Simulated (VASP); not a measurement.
# Ag (Fm-3m) in VASP: notebook

Aim: see how the results for Ag move with the level of theory and the settings. Levels: LDA, PBEsol+D3(BJ), PBE, RPBE, PBE+D4. Tasks: single point.

Everything below comes from runs of VASP 6.6.1. Logs are shortened: lines on timing, memory, paths and dates and some standing lists are left out, and cuts for length are marked.

**1. The cell of the first run**

The structure is cubic, space group Fm-3m (No. 225). Conventional cell: a = 4.085 Å, b = 4.085 Å, c = 4.085 Å, α = 90.00°, β = 90.00°, γ = 90.00°. Within 3.8 Å of Ag (site symmetry m-3m) lie 12 Ag at 2.89 Å.

**2. Single point, LDA**

INCAR

```
SYSTEM = Ag
ALGO = Fast
EDIFF = 1E-6
ENCUT = 520
GGA = CA
ISIF = 2
ISMEAR = -1
LASPH = .TRUE.
LCHARG = .FALSE.
LREAL = .FALSE.
LWAVE = .FALSE.
NBANDS = 12
NELM = 100
PREC = Accurate
SIGMA = 0.05
```

KPOINTS

```
k-points
0
G
  11 11 11
  0 0 0
```

POSCAR

```
Ag
1.0
    0.0000000000      2.0427500000      2.0427500000
    2.0427500000      0.0000000000      2.0427500000
    2.0427500000      2.0427500000      0.0000000000
Ag
1
Direct
    0.0000000000      0.0000000000      0.0000000000
```

Potentials or basis: VASP PAW LDA potentials, release 64 (Ag).

On the command line:

```
$ cat potpaw_LDA.64/Ag/POTCAR > POTCAR
$ mpirun -np 1 vasp_std > vasp.out
```

OUTCAR:

```text
SYSTEM = Ag
   EDIFF = 1E-6
   ENCUT = 520
   GGA = CA
   ISIF = 2
   ISMEAR = -1
   LASPH = .TRUE.
   LREAL = .FALSE.
   NELM = 100
   PREC = Accurate

 ion  position               nearest neighbor table
   1  0.000  0.000  0.000-

  LATTYP: Found a face centered cubic cell.
 ALAT       =     4.0855000000

  Lattice vectors:

 A1 = (   0.0000000000,   2.0427500000,   2.0427500000)
 A2 = (   2.0427500000,   0.0000000000,   2.0427500000)
 A3 = (   2.0427500000,   2.0427500000,   0.0000000000)

Analysis of symmetry for initial positions (statically):
=====================================================================
 Subroutine PRICEL returns:
 Original cell was already a primitive cell.

 Routine SETGRP: Setting up the symmetry group for a
 face centered cubic supercell.

 Subroutine GETGRP returns: Found 48 space group operations
 (whereof 48 operations were pure point group operations)
 out of a pool of 48 trial point group operations.

The static configuration has the point symmetry O_h .

Analysis of symmetry for dynamics (positions and initial velocities):
=====================================================================
 Subroutine PRICEL returns:
 Original cell was already a primitive cell.

 Routine SETGRP: Setting up the symmetry group for a
 face centered cubic supercell.

 Subroutine GETGRP returns: Found 48 space group operations
 (whereof 48 operations were pure point group operations)
 out of a pool of 48 trial point group operations.

The dynamic configuration has the point symmetry O_h .

 Subroutine INISYM returns: Found 48 space group operations
 (whereof 48 operations are pure point group operations),
 and found     1 'primitive' translations

----------------------------------------------------------------------------------------

                                     Primitive cell

  volume of cell :      17.0481

  direct lattice vectors                    reciprocal lattice vectors
     0.000000000  2.042750000  2.042750000    -0.244768082  0.244768082  0.244768082
     2.042750000  0.000000000  2.042750000     0.244768082 -0.244768082  0.244768082
     2.042750000  2.042750000  0.000000000     0.244768082  0.244768082 -0.244768082

  length of vectors
     2.888884755  2.888884755  2.888884755     0.423950755  0.423950755  0.423950755

  position of ions in fractional coordinates (direct lattice)
     0.000000000  0.000000000  0.000000000

  ion indices of the primitive-cell ions
   primitive index   ion index
                 1           1

----------------------------------------------------------------------------------------

 KPOINTS: k-points

Automatic generation of k-mesh.
 Grid dimensions read from file:
 generate k-points for:   11   11   11

 Generating k-lattice:

  Cartesian coordinates                     Fractional coordinates (reciprocal lattice)
    -0.022251644  0.022251644  0.022251644     0.090909091  0.000000000  0.000000000
     0.022251644 -0.022251644  0.022251644     0.000000000  0.090909091  0.000000000
     0.022251644  0.022251644 -0.022251644     0.000000000  0.000000000  0.090909091

  Length of vectors
     0.038540978  0.038540978  0.038540978

  Shift w.r.t. Gamma in fractional coordinates (k-lattice)
     0.000000000  0.000000000  0.000000000

 Subroutine IBZKPT returns following result:
 ===========================================

 Found     56 irreducible k-points:

 Following reciprocal coordinates:
            Coordinates               Weight
  0.000000  0.000000  0.000000      1.000000
  0.090909  0.000000  0.000000      8.000000
  0.181818  0.000000  0.000000      8.000000
  0.272727  0.000000  0.000000      8.000000
  0.363636  0.000000  0.000000      8.000000
  0.454545  0.000000  0.000000      8.000000
[... 16 lines left out ...]
 -0.272727  0.181818  0.000000     24.000000
 -0.181818  0.181818  0.000000     12.000000
 [... further k-points ...]
   k-points           NKPTS =     56   k-points in BZ     NKDIM =     56   number of bands    NBANDS=     12
   number of dos      NEDOS =    301   number of ions     NIONS =      1
   total plane-waves  NPLWV =  13824
   dimension x,y,z NGX =    24 NGY =   24 NGZ =   24
   dimension x,y,z NGXF=    48 NGYF=   48 NGZF=   48
   ions per type =               1
   NGX,Y,Z   is equivalent  to a cutoff of  13.81, 13.81, 13.81 a.u.
   NGXF,Y,Z  is equivalent  to a cutoff of  27.62, 27.62, 27.62 a.u.
 SYSTEM =  Ag
   PREC   = accura    normal or accurate (medium, high low for compatibility)
   ISTART =      0    job   : 0-new  1-cont  2-samecut
   ICHARG =      2    charge: 1-file 2-atom 10-const
   ISPIN  =      1    spin polarized calculation?
   LNONCOLLINEAR =      F non collinear calculations
   LSORBIT =      F    spin-orbit coupling
   LASPH  =      T    aspherical Exc in radial PAW
   ENCUT  =  520.0 eV  38.22 Ry    6.18 a.u.   5.37  5.37  5.37*2*pi/ulx,y,z
   NELM   =    100;   NELMIN=  2; NELMDL= -5     # of ELM steps
   EDIFF  = 0.1E-05   stopping-criterion for ELM
   LREAL  =      F    real-space projection
   EDIFFG = 0.1E-04   stopping-criterion for IOM
   NSW    =      0    number of steps for IOM
   IBRION =     -1    ionic relax: 0-MD 1-quasi-New 2-CG
   NFREE  =      0    steps in history (QN), initial steepest desc. (CG)
   ISIF   =      2    stress and relaxation
   ISYM   =      2    0-nonsym 1-usesym 2-fastsym
   POTIM  = 0.5000    time-step for ionic-motion
   TEBEG  =    0.0;   TEEND  =   0.0 temperature during run
   PSTRESS=    0.0 pullay stress
   NELECT =      11.0000    total number of electrons
   NUPDOWN=      -1.0000    fix difference up-down
   EMIN   =  10.00;   EMAX   =-10.00  energy-range for DOS
   EFERMI =   0.00;   METHOD = LEGACY
   ISMEAR =    -1;   SIGMA  =   0.05  broadening in eV -4-tet -1-fermi 0-gaus
   EFERMI_NEDOS =   21; number of points for ismear=-14 and -15
   IALGO  =     68    algorithm
   IMIX   =      4    mixing-type and parameters
     AMIX     =   0.40;   BMIX     =  1.00
     AMIX_MAG =   1.60;   BMIX_MAG =  1.00
  volume/ion in A,a.u.               =      17.05       115.05
  Fermi-wavevector in a.u.,A,eV,Ry     =   1.414644  2.673290 27.228221  2.001218
  Thomas-Fermi vector in A             =   2.536165
   LORBIT       =      0    0 simple, 1 ext, 2 COOP (PROOUT), +10 PAW based schemes
   GGA     = CA    functional components
   LHFCALC =     F    Hartree Fock is set to
   AEXX    =    0.0000 exact exchange contribution
   IVDW    =     0    specifies the selected vdW correction
   LEPSILON=     F    determine dielectric tensor
   LRPA    =     F    only Hartree local field effects (RPA)
 non-spin polarized calculation
 RMM-DIIS sequential band-by-band and
  energy-cutoff  :      520.00
  volume of cell :       17.05
 maximum number of plane-waves:       477
 NGX is ok and might be reduce to    24
   NGX = 11   NGY = 11   NGZ = 11

 number of electron      10.9999999 magnetization

 Free energy of the ion-electron system (eV)
  ---------------------------------------------------
  ext. energy  EPLUGINS =         0.00000000
  ---------------------------------------------------
  free energy    TOTEN  =        -3.76228617 eV

  energy without entropy =       -3.75947498  energy(sigma->0) =       -3.76088058

 E-fermi :   8.3683     XC(G=0): -12.5853

 val. band max:        8.3374982613   @ k =  -0.4545   0.0909   0.0000
 cond. band min:       8.4087151441   @ k =   0.4545   0.3636   0.0000
 fundamental gap:      0.0712168828
 Fermi energy:         8.3683463917

 k-point     1 :       0.0000    0.0000    0.0000
  band No.  band energies     occupation
      1       0.3193      2.00000
      2       3.3671      2.00000
      3       3.3671      2.00000
      4       3.3671      2.00000
      5       4.4211      2.00000
      6       4.4211      2.00000
      7      24.1706      0.00000
      8      27.6720      0.00000
      9      27.6720      0.00000
     10      27.6720      0.00000
     11      32.6931      0.00000
     12      33.6677      0.00000

 k-point     2 :       0.0909    0.0000    0.0000
  band No.  band energies     occupation
      1       0.5748      2.00000
      2       3.3112      2.00000
      3       3.4362      2.00000
      4       3.4362      2.00000
      5       4.3966      2.00000
      6       4.3966      2.00000
      7      24.1351      0.00000
      8      25.9161      0.00000
      9      27.7736      0.00000
     10      27.7736      0.00000
     11      32.1661      0.00000
     12      33.3141      0.00000

 k-point     3 :       0.1818    0.0000    0.0000
  band No.  band energies     occupation
      1       1.2432      2.00000
      2       3.2716      2.00000
      3       3.5608      2.00000
      4       3.5608      2.00000
      5       4.4055      2.00000
      6       4.4055      2.00000
      7      21.8675      0.00000
      8      25.0423      0.00000
      9      27.8978      0.00000
     10      27.8978      0.00000
     11      30.9255      0.00000
     12      32.2069      0.00000
[... 286 lines left out ...]
 k-point    23 :      -0.2727    0.1818    0.0000
  band No.  band energies     occupation
      1       2.4934      2.00000
      2       3.1879      2.00000
      3       3.6148      2.00000
      4       3.8632      2.00000
      5       4.4351      2.00000
      6       6.7908      2.00000
      7      16.7678      0.00000
      8      19.9352      0.00000
      9      25.4735      0.00000
     10      26.9230      0.00000
     11      30.2864      0.00000
     12      32.8292      0.00000

 k-point    24 :      -0.1818    0.1818    0.0000
  band No.  band energies     occupation
      1       2.3763      2.00000
      2       2.9614      2.00000
      3       3.5835      2.00000
      4       3.9887      2.00000
      5       4.0265      2.00000
      6       5.5517      2.00000
      7      20.0326      0.00000
      8      20.4609      0.00000
      9      26.7446      0.00000
     10      28.5407      0.00000
     11      29.1817      0.00000
     12      32.6562      0.00000

 [... further k-points ...]
[... 5 lines left out ...]
  --------------------------------------------------------------------------------------
  -------------------------------------------------------------------------------------
  Total       -0.7770426     -0.7770426     -0.7770426     -0.0000000      0.0000000      0.0000000
  in kB      -73.0263759    -73.0263759    -73.0263759     -0.0000000      0.0000000      0.0000000
  external PRESSURE =     -73.0263759 kB  Pullay stress =       0.0000000 kB

 VOLUME and BASIS-vectors are now :
 -----------------------------------------------------------------------------
  energy-cutoff  :      520.00
  volume of cell :       17.05
      direct lattice vectors                 reciprocal lattice vectors
     0.000000000  2.042750000  2.042750000    -0.244768082  0.244768082  0.244768082
     2.042750000  0.000000000  2.042750000     0.244768082 -0.244768082  0.244768082
     2.042750000  2.042750000  0.000000000     0.244768082  0.244768082 -0.244768082

 POSITION                                       TOTAL-FORCE (eV/Angst)
 -----------------------------------------------------------------------------------
      0.00000      0.00000      0.00000         0.000000      0.000000      0.000000
 -----------------------------------------------------------------------------------
    total drift:                               -0.000000     -0.000000     -0.000000

  FREE ENERGIE OF THE ION-ELECTRON SYSTEM (eV)
  ---------------------------------------------------
  free  energy   TOTEN  =        -3.7622861703 eV

  energy  without entropy=       -3.7594749814  energy(sigma->0) =       -3.76088058
```

It took 8.7 s on 1 thread of AMD EPYC 7R13 (Zen 3), shared host; peak memory 0.1 GiB.

What came out:

```yaml
Free_energy: -3.7623 eV
Pressure: -7.3 GPa
```

**3. Single point, PBEsol+D3(BJ)**

This run uses another cell than the first one, of 15.89 Å³/atom, 0.932 times its volume.

INCAR

```
PREC = Accurate ; ENCUT = 520
EDIFF = 1E-6 ; ISMEAR = -1
SIGMA = 0.05 ; LREAL = False
LASPH = True ; NELM = 100
ALGO = Normal ; ISIF = 2
LWAVE = False ; LCHARG = True
GGA = PS ; IVDW = 12
LELF = True ; LVHAR = True
NBANDS = 12
```

KPOINTS

```
regular mesh
0
Gamma
  11 11 11
```

POSCAR

```
Ag
1.0
    0.0000000000      1.9954128767      1.9954128767
    1.9954128767      0.0000000000      1.9954128767
    1.9954128767      1.9954128767      0.0000000000
Ag
1
Direct
    0.0000000000      0.0000000000      0.0000000000
```

Potentials or basis: VASP PAW PBE potentials, release 64 (Ag).

On the command line:

```
$ cat potpaw_PBE.64/Ag/POTCAR > POTCAR
$ mpirun -np 1 vasp_std > vasp.out
```

It took 7.4 s on 1 thread of AMD EPYC 9R45 (Zen 5), shared host; peak memory 0.12 GiB.

Results (log left out):

| Quantity | Value |
| --- | --- |
| Free energy | -3.8879 eV |
| Pressure | -0.3 GPa |
| Dispersion energy per atom | -0.586 eV |

Levels at points of the mesh, in eV from the Fermi level:
```tsv
k point	band 2	band 3	band 4	band 5	band 6	band 7	band 8	band 9	band 10	band 11
(0.00, 0.00, 0.00)	-5.21	-5.21	-5.21	-4.03	-4.03	15.96	19.95	19.95	19.95	24.96
```

Caveat: the PAW data sets were made with another functional, which shifts forces and pressure a little; pairwise dispersion overbinds metals, which lowers pressure and volume.

**4. Single point, PBE**

INCAR

```
  PREC = Accurate
  ENCUT = 520
  EDIFF = 1E-6
  ISMEAR = 0
  SIGMA = 0.025
  LREAL = False
  LASPH = True
  NELM = 100
  ALGO = Normal
  ISIF = 2
  LWAVE = False
  LCHARG = False
  GGA = PE
  NBANDS = 12
```

KPOINTS is that of step 3.

POSCAR

```
Ag
1.0
    0.0000000000      2.0427500000      2.0427500000
    2.0427500000      0.0000000000      2.0427500000
    2.0427500000      2.0427500000      0.0000000000
Ag
1
Direct
    0.0000000000      0.0000000000      0.0000000000
```

Potentials or basis: VASP PAW PBE potentials, release 64 (Ag).

On the command line:

```
$ cat potpaw_PBE.64/Ag/POTCAR > POTCAR
$ mpirun -np 1 vasp_std > vasp.out
```

OUTCAR:

```text
PREC = Accurate
   ENCUT = 520
   EDIFF = 1E-6
   ISMEAR = 0
   LREAL = False
   LASPH = True
   NELM = 100
   ISIF = 2
   GGA = PE

 ion  position               nearest neighbor table
   1  0.000  0.000  0.000-

  LATTYP: Found a face centered cubic cell.
 ALAT       =     4.0855000000

  Lattice vectors:

 A1 = (   0.0000000000,   2.0427500000,   2.0427500000)
 A2 = (   2.0427500000,   0.0000000000,   2.0427500000)
 A3 = (   2.0427500000,   2.0427500000,   0.0000000000)

Analysis of symmetry for initial positions (statically):
=====================================================================
 Subroutine PRICEL returns:
 Original cell was already a primitive cell.

 Routine SETGRP: Setting up the symmetry group for a
 face centered cubic supercell.

 Subroutine GETGRP returns: Found 48 space group operations
 (whereof 48 operations were pure point group operations)
 out of a pool of 48 trial point group operations.

The static configuration has the point symmetry O_h .

Analysis of symmetry for dynamics (positions and initial velocities):
=====================================================================
 Subroutine PRICEL returns:
 Original cell was already a primitive cell.

 Routine SETGRP: Setting up the symmetry group for a
 face centered cubic supercell.

 Subroutine GETGRP returns: Found 48 space group operations
 (whereof 48 operations were pure point group operations)
 out of a pool of 48 trial point group operations.

The dynamic configuration has the point symmetry O_h .

 Subroutine INISYM returns: Found 48 space group operations
 (whereof 48 operations are pure point group operations),
 and found     1 'primitive' translations

----------------------------------------------------------------------------------------

                                     Primitive cell

  volume of cell :      17.0481

  direct lattice vectors                    reciprocal lattice vectors
     0.000000000  2.042750000  2.042750000    -0.244768082  0.244768082  0.244768082
[... 108 lines left out ...]
   LORBIT       =      0    0 simple, 1 ext, 2 COOP (PROOUT), +10 PAW based schemes
   GGA     = PE    functional components
   LHFCALC =     F    Hartree Fock is set to
   AEXX    =    0.0000 exact exchange contribution
   IVDW    =     0    specifies the selected vdW correction
   LEPSILON=     F    determine dielectric tensor
   LRPA    =     F    only Hartree local field effects (RPA)
 non-spin polarized calculation
 Gauss-broadening in eV      SIGMA  =   0.03
  energy-cutoff  :      520.00
  volume of cell :       17.05
 maximum number of plane-waves:       477
 NGX is ok and might be reduce to    24
   NGX = 11   NGY = 11   NGZ = 11

 number of electron      10.9999999 magnetization

 Free energy of the ion-electron system (eV)
  ---------------------------------------------------
  ext. energy  EPLUGINS =         0.00000000
  ---------------------------------------------------
  free energy    TOTEN  =        -2.70920392 eV

  energy without entropy =       -2.70916942  energy(sigma->0) =       -2.70918667

 E-fermi :   8.6969     XC(G=0): -12.2133

 val. band max:        8.6406142399   @ k =  -0.4545   0.0909   0.0000
 cond. band min:       8.7326398817   @ k =   0.4545   0.3636   0.0000
 fundamental gap:      0.0920256418
 Fermi energy:         8.6968864707

 k-point     1 :       0.0000    0.0000    0.0000
  band No.  band energies     occupation
      1       0.6617      2.00000
      2       3.6136      2.00000
      3       3.6136      2.00000
      4       3.6136      2.00000
      5       4.6472      2.00000
      6       4.6472      2.00000
      7      24.4555      0.00000
      8      28.0355      0.00000
      9      28.0355      0.00000
     10      28.0355      0.00000
     11      32.8420      0.00000
     12      33.9807      0.00000
[... 331 lines left out ...]
 k-point    24 :      -0.1818    0.1818    0.0000
  band No.  band energies     occupation
      1       2.6923      2.00000
      2       3.2136      2.00000
      3       3.8294      2.00000
      4       4.2267      2.00000
      5       4.2584      2.00000
      6       5.7947      2.00000
      7      20.3628      0.00000
      8      20.7698      0.00000
      9      27.0596      0.00000
     10      28.8643      0.00000
     11      29.5461      0.00000
     12      33.0678      0.00000

 [... further k-points ...]
[... 5 lines left out ...]
  --------------------------------------------------------------------------------------
  -------------------------------------------------------------------------------------
  Total        0.4355416      0.4355416      0.4355416      0.0000000      0.0000000     -0.0000000
  in kB       40.9321530     40.9321530     40.9321530      0.0000000      0.0000000     -0.0000000
  external PRESSURE =      40.9321530 kB  Pullay stress =       0.0000000 kB

 VOLUME and BASIS-vectors are now :
 -----------------------------------------------------------------------------
  energy-cutoff  :      520.00
  volume of cell :       17.05
      direct lattice vectors                 reciprocal lattice vectors
     0.000000000  2.042750000  2.042750000    -0.244768082  0.244768082  0.244768082
     2.042750000  0.000000000  2.042750000     0.244768082 -0.244768082  0.244768082
     2.042750000  2.042750000  0.000000000     0.244768082  0.244768082 -0.244768082

 POSITION                                       TOTAL-FORCE (eV/Angst)
 -----------------------------------------------------------------------------------
      0.00000      0.00000      0.00000        -0.000000      0.000000      0.000000
 -----------------------------------------------------------------------------------
    total drift:                               -0.000000     -0.000000     -0.000000

  FREE ENERGIE OF THE ION-ELECTRON SYSTEM (eV)
  ---------------------------------------------------
  free  energy   TOTEN  =        -2.7092039155 eV

  energy  without entropy=       -2.7091694160  energy(sigma->0) =       -2.70918667
```

It took 6.3 s on 1 thread of AMD EPYC 9R45 (Zen 5), shared host; peak memory 0.11 GiB.

Results:

```yaml
Free_energy: -2.7092 eV
Pressure: 4.1 GPa
```

Levels at points of the mesh, in eV from the Fermi level:
| k point | band 4 | band 5 | band 6 | band 7 | band 8 | band 9 |
| --- | --- | --- | --- | --- | --- | --- |
| (0.00, 0.00, 0.00) | -5.08 | -4.05 | -4.05 | 15.76 | 19.34 | 19.34 |

(Continued in part 2 of 2.)
